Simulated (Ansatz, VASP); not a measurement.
## CdF2: VASP beside Ansatz

The input POSCAR:

```
CdF2
1.0
    0.0000000000      2.7407274121      2.7407274121
    2.7407274121      0.0000000000      2.7407274121
    2.7407274121      2.7407274121      0.0000000000
Cd F
1 2
Direct
    0.0000000000      0.0000000000      0.0000000000
    0.2500000000      0.2500000000      0.2500000000
    0.7500000000      0.7500000000      0.7500000000
```

File INCAR.step1:

```
SYSTEM = CdF2
PREC     = Accurate       ! precision mode
ENCUT    = 520            ! plane-wave cutoff, eV
ISMEAR   = 0              ! smearing method
SIGMA    = 0.05           ! smearing width, eV
LREAL    = .FALSE.        ! projectors in reciprocal space
LASPH    = .TRUE.         ! aspherical terms in the spheres
NELM     = 60             ! most SCF steps
NBANDS   = 20             ! bands
GGA      = PE             ! functional
ALGO     = Normal         ! electronic algorithm
EDIFF    = 1E-4           ! SCF threshold, eV
LWAVE    = .TRUE.         ! write WAVECAR
LCHARG   = .FALSE.        ! write CHGCAR
```

File INCAR.step2:

```
SYSTEM = CdF2
PREC     = Accurate       ! precision mode
ENCUT    = 520            ! plane-wave cutoff, eV
EDIFF    = 1E-6           ! SCF threshold, eV
ISMEAR   = 0              ! smearing method
SIGMA    = 0.05           ! smearing width, eV
LREAL    = .FALSE.        ! projectors in reciprocal space
LASPH    = .TRUE.         ! aspherical terms in the spheres
NELM     = 60             ! most SCF steps
ALGO     = Normal         ! electronic algorithm
ISIF     = 2              ! what is computed and relaxed
LWAVE    = .FALSE.        ! write WAVECAR
LCHARG   = .FALSE.        ! write CHGCAR
METAGGA  = R2SCAN         ! meta-GGA
LMIXTAU  = .TRUE.       
NBANDS   = 20             ! bands
ISTART   = 1
```

KPOINTS

```
Automatic mesh
0
G
  8 8 8
  0 0 0
```

Input for Ansatz:

```yaml
crystal:
  lattice:
    - [0.0, 2.7407274121, 2.7407274121]
    - [2.7407274121, 0.0, 2.7407274121]
    - [2.7407274121, 2.7407274121, 0.0]
  atoms:
    - { symbol: Cd, position: [0.0, 0.0, 0.0] }
    - { symbol: F, position: [0.25, 0.25, 0.25] }
    - { symbol: F, position: [0.75, 0.75, 0.75] }
basis:
  ecutwfc: 500
  ecutrho_ratio: 4
kpoints:
  mp_grid: { grid: [8, 8, 8] }
hamiltonian:
  xc: r2scan
scf:
  occupations: { method: gaussian, width: 0.05 }
output:
  forces: true
  stress: true
  eigenvalues: true
```

Alike in both runs: task single point; functional r2SCAN; k mesh 8 × 8 × 8; occupations gaussian, width 0.05 eV; no spin polarisation.

|  | VASP | Ansatz |
| --- | --- | --- |
| version | VASP 6.6.1 | Ansatz 0.2.0 |
| potentials or method | VASP PAW PBE potentials, release 64 (Cd, F), cutoff 520 eV | scalar-relativistic, plane waves, PAW |
| valence electrons in the cell | 26 | 34 |

Ansatz gave:

- gap on the k mesh at the Fermi level (eV): 3.60
- least direct gap on the mesh (eV): 4.18
- pressure (GPa): -5.1

Task: What did VASP give for the same quantities?

Result: gap on the k mesh at the Fermi level (eV): 3.56; least direct gap on the mesh (eV): 4.13; pressure (GPa): -4.4.

VASP's potentials were made for PBE, not for r2SCAN. VASP's potentials hold 26 valence electrons a cell and Ansatz's 34, so a difference there can come from the potentials and not from the codes.
